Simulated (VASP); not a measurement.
# MgAl12: single point with LDA

MgAl12, a slab with vacuum:

```xyz
13
Lattice="5.6344 0.0000 0.0000 0.0000 5.6344 0.0000 0.0000 0.0000 19.6039" Properties=species:S:1:pos:R:3 pbc="T T T"
Al    1.4086    1.4086    4.0000
Al    1.4086    4.2258    4.0000
Al    4.2258    1.4086    4.0000
Al    4.2258    4.2258    4.0000
Al    0.0000    0.0000    6.0516
Al    0.0000    2.8172    6.0516
Al    2.8172    0.0000    6.0516
Al    2.8172    2.8172    6.0516
Al    1.4086    1.2998    7.9223
Al    1.4086    4.2000    8.1293
Al    4.2258    1.3949    8.2004
Al    4.2258    4.2036    8.1546
Mg    1.4086    2.3477   10.3706
```

```yaml
Program: VASP 6.6.1
Task: single point
Functional: LDA
Potentials_or_basis: VASP PAW LDA potentials, release 64 (Al, Mg)
Cutoff: 520 eV
k_mesh: 5 × 5 × 1
Occupations: gaussian, width 0.1 eV
Spin: no spin polarisation
```

The largest force is 0.318 eV/Å. The band gap on the k mesh is zero (band 19 reaches 0.58 eV, above the bottom of band 20 at -0.31 eV).

Forces on the atoms (eV/Å):
```
Al   0.000 -0.032  0.058
Al   0.000  0.049  0.022
Al   0.000 -0.049 -0.050
Al   0.000  0.062 -0.116
Al  -0.245 -0.179 -0.095
Al  -0.147  0.052  0.111
Al   0.245 -0.179 -0.095
Al   0.147  0.052  0.111
Al   0.000  0.008  0.026
Al   0.000  0.000  0.015
Al   0.000 -0.006  0.014
Al   0.000  0.008  0.022
Mg   0.000  0.214 -0.024
```

Levels at points of the mesh, in eV from the Fermi level:
```tsv
k point	band 16	band 17	band 18	band 19	band 20	band 21	band 22	band 23
(0.00, 0.00, 0.00)	-1.13	-0.90	-0.53	-0.51	-0.37	-0.21	-0.17	-0.15
```

Wall time 3 min on 1 thread of Intel(R) Xeon(R) 6975P-C (Granite Rapids) (shared host), peak memory 0.49 GiB.
